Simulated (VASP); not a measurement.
# Ta in VASP: single point with PBEsol

Aim: the single point of Ta with PBEsol.

Everything below comes from runs of VASP 6.6.1. Logs are shortened: lines on timing, memory, paths and dates and some standing lists are left out, and cuts for length are marked.

## 1. The cell of the first run

The cell holds a slab with vacuum, 4 atoms: a = 3.371 Å, b = 3.371 Å, c = 26.297 Å, α = 90.00°, β = 90.00°, γ = 90.00°.

## 2. Single point, PBEsol

Input file INCAR:

```
SYSTEM = Ta
PREC     = Accurate       ! precision mode
ENCUT    = 400            ! plane-wave cutoff, eV
EDIFF    = 1E-6           ! SCF threshold, eV
ISMEAR   = 1              ! smearing method
SIGMA    = 0.1            ! smearing width, eV
LREAL    = .False.        ! projectors in reciprocal space
LASPH    = .True.         ! aspherical terms in the spheres
NELM     = 120            ! most SCF steps
ALGO     = Normal         ! electronic algorithm
ISIF     = 2              ! what is computed and relaxed
LWAVE    = .False.        ! write WAVECAR
LCHARG   = .True.         ! write CHGCAR
LDIPOL   = .True.       
IDIPOL   = 3            
DIPOL    = 0.5 0.5 0.673
GGA      = PS             ! functional
LELF     = .True.         ! ELF
LVHAR    = .True.       
LVACPOTAV= .True.       
NBANDS   = 30             ! bands
GGA_COMPAT= .False.      
NELMDL   = -8
```

Input file KPOINTS:

```
Automatic mesh
0
Gamma
  10 10 1
  0 0 0
```

Input file POSCAR:

```
Ta
1.0
    3.3705436967      0.0000000000      0.0000000000
    0.0000000000      3.3705436967      0.0000000000
    0.0000000000      0.0000000000     26.2965096378
Ta
4
Direct
    0.0000000000      0.0000000000      0.5872057110
    0.5000000000      0.5000000000      0.6416525740
    1.0000000000      0.0000000000      0.7046991466
    0.5000000000      0.5000000000      0.7565525611
```

Potentials or basis: VASP PAW PBE potentials, release 64 (Ta_pv).

Launch:

```
cat potpaw_PBE.64/Ta_pv/POTCAR > POTCAR
mpirun -np 1 vasp_std > vasp.out
```

OUTCAR:

```text
SYSTEM = Ta
   PREC = Accurate
   ENCUT = 400
   EDIFF = 1E-6
   ISMEAR = 1
   LREAL = .False.
   LASPH = .True.
   NELM = 120
   ISIF = 2
   GGA = PS
   NELMDL = -8

 ion  position               nearest neighbor table
   1  0.000  0.000  0.587-   2 2.78   2 2.78   2 2.78   2 2.78   3 3.09
   2  0.500  0.500  0.642-   1 2.78   1 2.78   1 2.78   1 2.78   3 2.90   3 2.90   3 2.90   3 2.90
                             4 3.02
   3  0.000  0.000  0.705-   4 2.75   4 2.75   4 2.75   4 2.75   2 2.90   2 2.90   2 2.90   2 2.90
                             1 3.09
   4  0.500  0.500  0.757-   3 2.75   3 2.75   3 2.75   3 2.75   2 3.02

  LATTYP: Found a simple tetragonal cell.
 ALAT       =     3.3705436967
 C/A-ratio  =     7.8018598790

  Lattice vectors:

 A1 = (   3.3705436967,   0.0000000000,   0.0000000000)
 A2 = (   0.0000000000,   3.3705436967,   0.0000000000)
 A3 = (   0.0000000000,   0.0000000000,  26.2965096378)

Analysis of symmetry for initial positions (statically):
=====================================================================
 Subroutine PRICEL returns:
 Original cell was already a primitive cell.

 Routine SETGRP: Setting up the symmetry group for a
 simple tetragonal supercell.

 Subroutine GETGRP returns: Found  8 space group operations
 (whereof  8 operations were pure point group operations)
 out of a pool of 16 trial point group operations.

The static configuration has the point symmetry C_4v.

Analysis of symmetry for dynamics (positions and initial velocities):
=====================================================================
 Subroutine PRICEL returns:
 Original cell was already a primitive cell.

 Routine SETGRP: Setting up the symmetry group for a
 simple tetragonal supercell.

 Subroutine GETGRP returns: Found  8 space group operations
 (whereof  8 operations were pure point group operations)
 out of a pool of 16 trial point group operations.

The dynamic configuration has the point symmetry C_4v.

 Subroutine INISYM returns: Found  8 space group operations
 (whereof  8 operations are pure point group operations),
 and found     1 'primitive' translations

----------------------------------------------------------------------------------------

                                     Primitive cell

  volume of cell :     298.7432

  direct lattice vectors                    reciprocal lattice vectors
[... 85 lines left out ...]
   ENCUT  =  400.0 eV  29.40 Ry    5.42 a.u.   5.50  5.50 42.88*2*pi/ulx,y,z
   NELM   =    120;   NELMIN=  2; NELMDL= -8     # of ELM steps
   EDIFF  = 0.1E-05   stopping-criterion for ELM
   LREAL  =      F    real-space projection
[... 7 lines left out ...]
   TEBEG  =    0.0;   TEEND  =   0.0 temperature during run
   PSTRESS=    0.0 pullay stress
   NELECT =      44.0000    total number of electrons
   NUPDOWN=      -1.0000    fix difference up-down
   EMIN   =  10.00;   EMAX   =-10.00  energy-range for DOS
   EFERMI =   0.00;   METHOD = LEGACY
   ISMEAR =     1;   SIGMA  =   0.10  broadening in eV -4-tet -1-fermi 0-gaus
   EFERMI_NEDOS =   21; number of points for ismear=-14 and -15
   IALGO  =     38    algorithm
   IMIX   =      4    mixing-type and parameters
     AMIX     =   0.40;   BMIX     =  1.00
     AMIX_MAG =   1.60;   BMIX_MAG =  1.00
  volume/ion in A,a.u.               =      74.69       504.00
  Fermi-wavevector in a.u.,A,eV,Ry     =   0.864556  1.633774 10.169767  0.747457
  Thomas-Fermi vector in A             =   1.982670
   LORBIT       =      0    0 simple, 1 ext, 2 COOP (PROOUT), +10 PAW based schemes
   GGA     = PS    functional components
   LHFCALC =     F    Hartree Fock is set to
   AEXX    =    0.0000 exact exchange contribution
   IVDW    =     0    specifies the selected vdW correction
   LEPSILON=     F    determine dielectric tensor
   LRPA    =     F    only Hartree local field effects (RPA)
 non-spin polarized calculation
 Methfessel and Paxton  Order N= 1 SIGMA  =   0.10
  energy-cutoff  :      400.00
  volume of cell :      298.74
 maximum number of plane-waves:      5493
 NGX is ok and might be reduce to    24
   NGX = 11   NGY = 11   NGZ = 85

 dipolmoment           0.000000      0.000000      0.003956 electrons x Angstroem

 number of electron      43.9999981 magnetization

 dipolmoment           0.000000      0.000000     -0.003988 electrons x Angstroem

 Free energy of the ion-electron system (eV)
  ---------------------------------------------------
  ext. energy  EPLUGINS =         0.00000000
  ---------------------------------------------------
  free energy    TOTEN  =       -45.89318493 eV

  energy without entropy =      -45.88834757  energy(sigma->0) =      -45.89157248

 E-fermi :  -1.4147     XC(G=0):  -3.9252

 val. band max:       -1.4185619096   @ k =   0.1000   0.0000   0.0000
 cond. band min:      -1.3995849057   @ k =   0.2000   0.1000   0.0000
 fundamental gap:      0.0189770039
 Fermi energy:        -1.4147368382

 k-point     1 :       0.0000    0.0000    0.0000
  band No.  band energies     occupation
      1     -36.1104      2.00000
      2     -35.9955      2.00000
      3     -35.9512      2.00000
      4     -35.9512      2.00000
      5     -35.8600      2.00000
      6     -35.8600      2.00000
[... 682 lines left out ...]
     29       2.2060      0.00000
     30       2.3182      0.00000

------------------------ aborting loop because EDIFF is reached ----------------------------------------

  FORCE on cell =-STRESS in cart. coord.  units (eV):
  Direction    XX          YY          ZZ          XY          YZ          ZX
  --------------------------------------------------------------------------------------
  -------------------------------------------------------------------------------------
  Total       -5.1073209     -5.1073209     -0.2990800      0.0000000      0.0000000      0.0000000
  in kB      -27.3908619    -27.3908619     -1.6039836      0.0000000      0.0000000      0.0000000
  external PRESSURE =     -18.7952358 kB  Pullay stress =       0.0000000 kB

 VOLUME and BASIS-vectors are now :
 -----------------------------------------------------------------------------
  energy-cutoff  :      400.00
  volume of cell :      298.74
      direct lattice vectors                 reciprocal lattice vectors
     3.370543697  0.000000000  0.000000000     0.296688039  0.000000000  0.000000000
     0.000000000  3.370543697  0.000000000     0.000000000  0.296688039  0.000000000
     0.000000000  0.000000000 26.296509638     0.000000000  0.000000000  0.038027860

 POSITION                                       TOTAL-FORCE (eV/Angst)
 -----------------------------------------------------------------------------------
      0.00000      0.00000     15.44146        -0.000000     -0.000000      0.206869
      1.68527      1.68527     16.87322        -0.000000     -0.000000     -0.010157
      0.00000      0.00000     18.53113        -0.000000     -0.000000     -0.466013
      1.68527      1.68527     19.89469         0.000000      0.000000      0.269300
 -----------------------------------------------------------------------------------
    total drift:                                0.000000     -0.000000      0.000091

  FREE ENERGIE OF THE ION-ELECTRON SYSTEM (eV)
  ---------------------------------------------------
  free  energy   TOTEN  =       -45.8931849290 eV

  energy  without entropy=      -45.8883475680  energy(sigma->0) =      -45.89157248

 vacuum level on the upper side and lower side of the slab         2.361         2.425
```

OSZICAR:

```text
N       E                     dE             d eps       ncg     rms          rms(c)
DAV:   1     0.245202274143E+03    0.24520E+03   -0.22181E+04  1716   0.978E+02
DAV:   2    -0.377414581508E+02   -0.28294E+03   -0.27724E+03  1608   0.275E+02
DAV:   3    -0.507424461091E+02   -0.13001E+02   -0.12607E+02  1516   0.517E+01
[... 22 lines left out ...]
DAV:  26    -0.458931570880E+02   -0.28028E-04   -0.17507E-06  1090   0.652E-03    0.117E-03
DAV:  27    -0.458931784627E+02   -0.21375E-04   -0.11643E-06  1076   0.338E-03    0.601E-04
DAV:  28    -0.458931815418E+02   -0.30791E-05   -0.10525E-07   980   0.149E-03    0.352E-04
DAV:  29    -0.458931847497E+02   -0.32079E-05   -0.16488E-07   978   0.101E-03    0.262E-04
DAV:  30    -0.458931849290E+02   -0.17927E-06   -0.18786E-08   908   0.692E-04
   1 F= -.45893185E+02 E0= -.45891572E+02  d E =-.483736E-02
```

stdout:

```text
POSCAR found type information on POSCAR Ta
 POSCAR found :  1 types and       4 ions
 scaLAPACK will be used
 -----------------------------------------------------------------------------
|                                                                             |
[... 23 lines left out ...]
|     field-free region was found. Please increase the size of  your cell     |
|     in the dimension of the dipole correction to obtain accurate            |
|     workfunction values.                                                    |
|                                                                             |
 -----------------------------------------------------------------------------
```

Wall time 1.7 min (1 thread of Intel Xeon 6975P-C (Granite Rapids), shared host); peak memory 0.34 GiB.

What came out:

| Quantity | Value |
| --- | --- |
| Free energy | -45.8932 eV |
| Largest force | 0.466 eV/Å |
| Band gap on the k mesh | zero (bands 22 and 23 overlap by 0.85 eV) |

Forces in eV/Å, atoms in the order of the input:
```
Ta   0.000  0.000  0.207
Ta   0.000  0.000 -0.010
Ta   0.000  0.000 -0.466
Ta   0.000  0.000  0.269
```

Levels at points of the mesh, in eV from the Fermi level:
```tsv
k point	band 18	band 19	band 20	band 21	band 22	band 23	band 24	band 25	band 26	band 27
(0.00, 0.00, 0.00)	-2.64	-0.04	-0.01	0.12	0.55	0.55	0.71	0.71	0.71	1.06
(0.50, 0.00, 0.00)	-1.66	-1.59	-1.58	-0.06	-0.04	-0.03	-0.02	1.84	2.09	2.48
(0.50, 0.50, 0.00)	-1.50	-1.32	-1.32	-0.67	-0.67	1.55	1.55	2.26	2.31	2.33
```

Caveat: the PAW data sets were made with another functional, which shifts forces and pressure a little; spin-orbit coupling is left out, which moves the levels of the heavy elements.
